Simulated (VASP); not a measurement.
# MoRu5 (P-6m2) in VASP: relaxation of shape and atoms at fixed volume with PBE

Aim: the relaxation of shape and atoms at fixed volume of MoRu5 with PBE.

Everything below comes from runs of VASP 6.6.1. Logs are shortened: lines on timing, memory, paths and dates and some standing lists are left out, and cuts for length are marked.

## Step 1: The cell of the first run

It takes space group P-6m2 (No. 187, hexagonal). The conventional cell has a = 2.829 Å, b = 2.829 Å, c = 13.431 Å, α = 90.00°, β = 90.00°, γ = 120.00°. Mo (site symmetry -6m2) has 6 Ru at 2.82 Å and 6 Mo at 2.83 Å within 3.7 Å. Ru (site symmetry -6m2) has 12 Ru at 2.73 to 2.83 Å within 3.6 Å. Within 3.6 Å of Ru (site symmetry 3m) lie 9 Ru at 2.76 to 2.83 Å and 3 Mo at 2.82 Å. Within 3.6 Å of Ru (site symmetry 3m) lie 12 Ru at 2.73 to 2.83 Å.

## Step 2: Relaxation of shape and atoms at fixed volume, PBE (15.52 Å³/atom)

INCAR reads:

```
ALGO = Fast
EDIFF = 1E-6
EDIFFG = -0.01
ENCUT = 600
GGA = PE
IBRION = 2
ISIF = 4
ISMEAR = 0
LASPH = T
LCHARG = F
LREAL = F
LWAVE = F
NELM = 60
NSW = 50
PREC = Accurate
SIGMA = 0.1
```

KPOINTS reads:

```
k-points
0
Gamma
  18 18 4
```

POSCAR reads:

```
MoRu5
1.0
    2.8293364038     -0.0000000299      0.0000000000
   -1.4146681760      2.4502772165      0.0000000000
    0.0000000000      0.0000000000     13.4305671360
Mo Ru
1 5
Direct
    0.0000000000      0.0000000000      0.5000000000
    0.3333333333      0.6666666667      0.0000000000
    0.3333333333      0.6666666667      0.3284772924
    0.3333333333      0.6666666667      0.6715227076
    0.0000000000      0.0000000000      0.8370373367
    0.0000000000      0.0000000000      0.1629626633
```

Potentials or basis: VASP PAW PBE potentials, release 64 (Mo_sv, Ru_pv).

Launch:

```sh
$ cat potpaw_PBE.64/Mo_sv/POTCAR potpaw_PBE.64/Ru_pv/POTCAR > POTCAR
$ mpirun -np 1 vasp_std > vasp.out
```

OUTCAR:

```text
EDIFF = 1E-6
   EDIFFG = -0.01
   ENCUT = 600
   GGA = PE
   IBRION = 2
   ISIF = 4
   ISMEAR = 0
   LASPH = T
   LREAL = F
   NELM = 60
   NSW = 50
   PREC = Accurate

 ion  position               nearest neighbor table
   1  0.000  0.000  0.500-   3 2.82   4 2.82   3 2.82   4 2.82   3 2.82   4 2.82
   2  0.333  0.667  0.000-   5 2.73   6 2.73   5 2.73   6 2.73   5 2.73   6 2.73
   3  0.333  0.667  0.328-   6 2.76   6 2.76   6 2.76   1 2.82   1 2.82   1 2.82
   4  0.333  0.667  0.672-   5 2.76   5 2.76   5 2.76   1 2.82   1 2.82   1 2.82
   5  0.000  0.000  0.837-   2 2.73   2 2.73   2 2.73   4 2.76   4 2.76   4 2.76
   6  0.000  0.000  0.163-   2 2.73   2 2.73   2 2.73   3 2.76   3 2.76   3 2.76

  LATTYP: Found a hexagonal cell.
 ALAT       =     2.8293364038
 C/A-ratio  =     4.7468965224

  Lattice vectors:

 A1 = (   2.8293364038,  -0.0000000299,   0.0000000000)
 A2 = (  -1.4146681760,   2.4502772165,   0.0000000000)
 A3 = (   0.0000000000,   0.0000000000,  13.4305671360)

Analysis of symmetry for initial positions (statically):
=====================================================================
 Subroutine PRICEL returns:
 Original cell was already a primitive cell.

 Routine SETGRP: Setting up the symmetry group for a
 hexagonal supercell.

 Subroutine GETGRP returns: Found 12 space group operations
 (whereof 12 operations were pure point group operations)
 out of a pool of 24 trial point group operations.

The static configuration has the point symmetry D_3h.

Analysis of symmetry for dynamics (positions and initial velocities):
=====================================================================
 Subroutine PRICEL returns:
 Original cell was already a primitive cell.

 Routine SETGRP: Setting up the symmetry group for a
 hexagonal supercell.

 Subroutine GETGRP returns: Found 12 space group operations
 (whereof 12 operations were pure point group operations)
 out of a pool of 24 trial point group operations.

The dynamic configuration has the point symmetry D_3h.

 Subroutine INISYM returns: Found 12 space group operations
 (whereof 12 operations are pure point group operations),
 and found     1 'primitive' translations

----------------------------------------------------------------------------------------

                                     Primitive cell

  volume of cell :      93.1095

  direct lattice vectors                    reciprocal lattice vectors
     2.829336404 -0.000000030  0.000000000     0.353439769  0.204058541  0.000000000
    -1.414668176  2.450277216  0.000000000     0.000000004  0.408117090  0.000000000
     0.000000000  0.000000000 13.430567136     0.000000000  0.000000000  0.074457020

  length of vectors
     2.829336404  2.829336404 13.430567136     0.408117090  0.408117090  0.074457020

  position of ions in fractional coordinates (direct lattice)
     0.000000000  0.000000000  0.500000000
     0.333333333  0.666666667  0.000000000
     0.333333333  0.666666667  0.328477292
     0.333333333  0.666666667  0.671522708
     0.000000000  0.000000000  0.837037337
     0.000000000  0.000000000  0.162962663

  ion indices of the primitive-cell ions
   primitive index   ion index
                 1           1
                 2           2
                 3           3
                 4           4
                 5           5
                 6           6

----------------------------------------------------------------------------------------

 KPOINTS: k-points

Automatic generation of k-mesh.
 Grid dimensions read from file:
 generate k-points for:   18   18    4

 Generating k-lattice:

  Cartesian coordinates                     Fractional coordinates (reciprocal lattice)
     0.019635543  0.011336586  0.000000000     0.055555556  0.000000000  0.000000000
     0.000000000  0.022673172  0.000000000     0.000000000  0.055555556  0.000000000
     0.000000000  0.000000000  0.018614255     0.000000000  0.000000000  0.250000000

  Length of vectors
     0.022673172  0.022673172  0.018614255

  Shift w.r.t. Gamma in fractional coordinates (k-lattice)
     0.000000000  0.000000000  0.000000000

 Subroutine IBZKPT returns following result:
 ===========================================

 Found    111 irreducible k-points:

 Following reciprocal coordinates:
            Coordinates               Weight
  0.000000  0.000000  0.000000      1.000000
  0.055556  0.000000  0.000000      6.000000
  0.111111  0.000000  0.000000      6.000000
  0.166667  0.000000  0.000000      6.000000
  0.222222  0.000000  0.000000      6.000000
  0.277778 -0.000000  0.000000      6.000000
[... 16 lines left out ...]
  0.333333  0.111111  0.000000     12.000000
  0.388889  0.111111  0.000000     12.000000
 [... further k-points ...]
   k-points           NKPTS =    111   k-points in BZ     NKDIM =    111   number of bands    NBANDS=     50
   number of dos      NEDOS =    301   number of ions     NIONS =      6
   total plane-waves  NPLWV =  62208
   dimension x,y,z NGX =    24 NGY =   24 NGZ =  108
   dimension x,y,z NGXF=    48 NGYF=   48 NGZF=  216
   ions per type =               1   5
   NGX,Y,Z   is equivalent  to a cutoff of  14.10, 14.10, 13.37 a.u.
   NGXF,Y,Z  is equivalent  to a cutoff of  28.20, 28.20, 26.74 a.u.
 SYSTEM =  unknown system
   PREC   = accura    normal or accurate (medium, high low for compatibility)
   ISTART =      0    job   : 0-new  1-cont  2-samecut
   ICHARG =      2    charge: 1-file 2-atom 10-const
   ISPIN  =      1    spin polarized calculation?
   LNONCOLLINEAR =      F non collinear calculations
   LSORBIT =      F    spin-orbit coupling
   LASPH  =      T    aspherical Exc in radial PAW
   ENCUT  =  600.0 eV  44.10 Ry    6.64 a.u.   5.65  5.65 26.82*2*pi/ulx,y,z
   NELM   =     60;   NELMIN=  2; NELMDL= -5     # of ELM steps
   EDIFF  = 0.1E-05   stopping-criterion for ELM
   LREAL  =      F    real-space projection
   EDIFFG = -.1E-01   stopping-criterion for IOM
   NSW    =     50    number of steps for IOM
   IBRION =      2    ionic relax: 0-MD 1-quasi-New 2-CG
   NFREE  =      1    steps in history (QN), initial steepest desc. (CG)
   ISIF   =      4    stress and relaxation
   ISYM   =      2    0-nonsym 1-usesym 2-fastsym
   POTIM  = 0.5000    time-step for ionic-motion
   TEBEG  =    0.0;   TEEND  =   0.0 temperature during run
   PSTRESS=    0.0 pullay stress
   NELECT =      84.0000    total number of electrons
   NUPDOWN=      -1.0000    fix difference up-down
   EMIN   =  10.00;   EMAX   =-10.00  energy-range for DOS
   EFERMI =   0.00;   METHOD = LEGACY
   ISMEAR =     0;   SIGMA  =   0.10  broadening in eV -4-tet -1-fermi 0-gaus
   EFERMI_NEDOS =   21; number of points for ismear=-14 and -15
   IALGO  =     68    algorithm
   IMIX   =      4    mixing-type and parameters
     AMIX     =   0.40;   BMIX     =  1.00
     AMIX_MAG =   1.60;   BMIX_MAG =  1.00
  volume/ion in A,a.u.               =      15.52       104.72
  Fermi-wavevector in a.u.,A,eV,Ry     =   1.581867  2.989295 34.045887  2.502302
  Thomas-Fermi vector in A             =   2.681877
   LORBIT       =      0    0 simple, 1 ext, 2 COOP (PROOUT), +10 PAW based schemes
   GGA     = PE    functional components
   LHFCALC =     F    Hartree Fock is set to
   AEXX    =    0.0000 exact exchange contribution
   IVDW    =     0    specifies the selected vdW correction
   LEPSILON=     F    determine dielectric tensor
   LRPA    =     F    only Hartree local field effects (RPA)
 conjugate gradient relaxation of ions
 non-spin polarized calculation
 RMM-DIIS sequential band-by-band and
 Gauss-broadening in eV      SIGMA  =   0.10
  energy-cutoff  :      600.00
  volume of cell :       93.11
 maximum number of plane-waves:      3149
 NGX is ok and might be reduce to    24
   NGX = 11   NGY = 11   NGZ = 53

--------------------------------------- Ionic step        1  -------------------------------------------

 number of electron      83.9999989 magnetization

 Free energy of the ion-electron system (eV)
  ---------------------------------------------------
  ext. energy  EPLUGINS =         0.00000000
  ---------------------------------------------------
  free energy    TOTEN  =       -56.29609243 eV

  energy without entropy =      -56.26327061  energy(sigma->0) =      -56.27968152

------------------------ aborting loop because EDIFF is reached ----------------------------------------

  FORCE on cell =-STRESS in cart. coord.  units (eV):
  Direction    XX          YY          ZZ          XY          YZ          ZX
  --------------------------------------------------------------------------------------
  -------------------------------------------------------------------------------------
  Total      -13.0645238    -13.0645238    -13.4094681     -0.0000000      0.0000000     -0.0000000
  in kB     -224.8070924   -224.8070924   -230.7427024     -0.0000000      0.0000000     -0.0000000
  external PRESSURE =    -226.7856291 kB  Pullay stress =       0.0000000 kB

 VOLUME and BASIS-vectors are now :
 -----------------------------------------------------------------------------
  energy-cutoff  :      600.00
  volume of cell :       93.11
      direct lattice vectors                 reciprocal lattice vectors
     2.829336404 -0.000000030  0.000000000     0.353439769  0.204058541  0.000000000
    -1.414668176  2.450277216  0.000000000     0.000000004  0.408117090  0.000000000
     0.000000000  0.000000000 13.430567136     0.000000000  0.000000000  0.074457020
[... 81 lines left out ...]
 POSITION                                       TOTAL-FORCE (eV/Angst)
 -----------------------------------------------------------------------------------
     -0.00000      0.00000      6.70512         0.000000     -0.000000     -0.000000
      0.00000      1.63476     -0.00000         0.000000      0.000000     -0.000000
      0.00000      1.63476      4.40440        -0.000000     -0.000000     -0.006525
      0.00000      1.63476      9.00584        -0.000000      0.000000      0.006525
     -0.00000      0.00000     11.22595         0.000000     -0.000000      0.020634
     -0.00000      0.00000      2.18429         0.000000     -0.000000     -0.020634
 -----------------------------------------------------------------------------------
    total drift:                                0.000000     -0.000000     -0.000000

  FREE ENERGIE OF THE ION-ELECTRON SYSTEM (eV)
  ---------------------------------------------------
  free  energy   TOTEN  =       -56.2963935497 eV

  energy  without entropy=      -56.2635756896  energy(sigma->0) =      -56.27998462

--------------------------------------- Ionic step        4  -------------------------------------------

 number of electron      83.9999989 magnetization

 Free energy of the ion-electron system (eV)
  ---------------------------------------------------
  ext. energy  EPLUGINS =         0.00000000
  ---------------------------------------------------
  free energy    TOTEN  =       -56.29643317 eV

  energy without entropy =      -56.26359216  energy(sigma->0) =      -56.28001266

 E-fermi :  10.8224     XC(G=0): -13.3246

 val. band max:       10.8222808451   @ k =   0.0556   0.0000   0.5000
 cond. band min:      10.8304629697   @ k =   0.3333   0.1111   0.0000
 fundamental gap:      0.0081821246
 Fermi energy:        10.8224015853

 k-point     1 :       0.0000    0.0000    0.0000
  band No.  band energies     occupation
      1     -50.0240      2.00000
      2     -32.4058      2.00000
      3     -32.1396      2.00000
      4     -31.9201      2.00000
      5     -31.8354      2.00000
      6     -31.8354      2.00000
[... 1261 lines left out ...]
     49      13.1275      0.00000
     50      14.0258      0.00000

 [... further k-points ...]

------------------------ aborting loop because EDIFF is reached ----------------------------------------

  FORCE on cell =-STRESS in cart. coord.  units (eV):
  Direction    XX          YY          ZZ          XY          YZ          ZX
  --------------------------------------------------------------------------------------
  -------------------------------------------------------------------------------------
  Total      -13.1639894    -13.1639894    -13.1291827     -0.0000000      0.0000000     -0.0000000
  in kB     -226.5186408   -226.5186408   -225.9197059     -0.0000000      0.0000000     -0.0000000
  external PRESSURE =    -226.3189958 kB  Pullay stress =       0.0000000 kB

 VOLUME and BASIS-vectors are now :
 -----------------------------------------------------------------------------
  energy-cutoff  :      600.00
  volume of cell :       93.11
      direct lattice vectors                 reciprocal lattice vectors
     2.831409099 -0.000000030  0.000000000     0.353181038  0.203909163 -0.000000000
    -1.415704524  2.452072224 -0.000000000     0.000000004  0.407818333 -0.000000000
     0.000000000  0.000000000 13.410910994    -0.000000000 -0.000000000  0.074566150

 POSITION                                       TOTAL-FORCE (eV/Angst)
 -----------------------------------------------------------------------------------
     -1.41570      2.45207      6.70546         0.000000     -0.000000      0.000000
      0.00000      1.63471     13.41091        -0.000000     -0.000000      0.000000
      0.00000      1.63471      4.40426        -0.000000     -0.000000     -0.004485
      0.00000      1.63471      9.00665         0.000000      0.000000      0.004485
     -1.41570      2.45207     11.22758         0.000000     -0.000000      0.007181
      0.00000      0.00000      2.18333        -0.000000     -0.000000     -0.007181
 -----------------------------------------------------------------------------------
    total drift:                                0.000000     -0.000000     -0.000000

  FREE ENERGIE OF THE ION-ELECTRON SYSTEM (eV)
  ---------------------------------------------------
  free  energy   TOTEN  =       -56.2964331711 eV

  energy  without entropy=      -56.2635921583  energy(sigma->0) =      -56.28001266

 reached required accuracy - stopping structural energy minimisation
```

It took 29 min on 1 thread of Oxide Virtual Turin-like, shared host; peak memory 0.57 GiB.

What came out:

- Free energy: -56.2964 eV
- Energy gained by relaxing: 0.1 meV/atom
- Ionic steps: 4
- Pressure after relaxing: -22.6 GPa
- Largest force after relaxing: 0.007 eV/Å
- Band gap on the k mesh: zero (bands 42 and 43 overlap by 2.10 eV)

Forces in eV/Å, atoms in the order of the input:
```
Mo   0.000  0.000  0.000
Ru   0.000  0.000  0.000
Ru   0.000  0.000 -0.004
Ru   0.000  0.000  0.004
Ru   0.000  0.000  0.007
Ru   0.000  0.000 -0.007
```

The path:
```
step  energy change (eV)  largest force (eV/Å)  pressure (GPa)  volume (Å³)
   1              0.0000                0.0274          -22.68        93.11
   2             -0.0003                0.0178          -22.64        93.11
   3             -0.0003                0.0206          -22.65        93.11
   4             -0.0003                0.0072          -22.63        93.11
```

Final structure:
```
CELL_PARAMETERS angstrom
2.83141 0.00000 0.00000
-1.41570 2.45207 0.00000
0.00000 0.00000 13.41091
ATOMIC_POSITIONS crystal
Mo 0.00000 0.00000 0.50000
Ru 0.33333 0.66667 0.00000
Ru 0.33333 0.66667 0.32841
Ru 0.33333 0.66667 0.67159
Ru 0.00000 0.00000 0.83720
Ru 0.00000 0.00000 0.16280
```

Levels at points of the mesh, in eV from the Fermi level:
```
           k point  band 38  band 39  band 40  band 41  band 42  band 43  band 44  band 45
(0.00, 0.00, 0.00)    -1.67    -1.17    -1.03    -1.03    -0.90    -0.80    -0.80     0.06
(0.50, 0.00, 0.00)    -0.33     0.24     0.73     1.11     1.30     1.36     1.50     1.51
(0.00, 0.00, 0.50)    -1.67    -1.52    -1.02    -1.02    -0.58    -0.58    -0.42    -0.42
(0.50, 0.00, 0.50)     0.05     0.16     0.55     0.87     1.07     1.12     1.33     1.36
```
